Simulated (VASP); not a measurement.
The system is Sb.

```xyz
1
Lattice="0.0000 2.4101 2.4101 2.4101 0.0000 2.4101 2.4101 2.4101 0.0000" Properties=species:S:1:pos:R:3 pbc="T T T"
Sb    0.0000    0.0000    0.0000
```

This isn't the form of Sb at room conditions, which is rhombohedral.

| Item | Value |
| --- | --- |
| Program | VASP 6.6.1 |
| Task | relaxation of cell and atoms |
| Functional | PBE |
| Potentials or basis | VASP PAW PBE potentials, release 64 (Sb) |
| Cutoff | 600 eV |
| k mesh | 15 × 15 × 15 |
| Occupations | fermi-dirac, width 0.05 eV |
| Spin | no spin polarisation |

At the start: pressure -1.2 GPa; volume 28.00 Å³/atom.

Question: How do energy, volume and symmetry change on relaxing?

Answer: Over 3 steps the energy falls by 2.1 meV/atom and the volume is 27.44 Å³/atom (-2.0 %); space group Fm-3m (No. 225, to 0.1 Å) before and after.

Step by step:
```csv
step,energy change (eV),largest force (eV/Å),pressure (GPa),volume (Å³)
1,0.0000,0.0000,-1.17,28.00
2,-0.0016,0.0000,0.58,27.18
3,-0.0021,0.0000,0.01,27.44
```

Final structure:
```cif
data_structure
_symmetry_space_group_name_H-M 'P 1'
_symmetry_Int_Tables_number 1
_cell_length_a 3.3855
_cell_length_b 3.3855
_cell_length_c 3.3855
_cell_angle_alpha 60.000
_cell_angle_beta 60.000
_cell_angle_gamma 60.000
_cell_volume 27.44
loop_
_atom_site_label
_atom_site_type_symbol
_atom_site_fract_x
_atom_site_fract_y
_atom_site_fract_z
_atom_site_occupancy
Sb1 Sb 0.00000 0.00000 0.00000 1
```
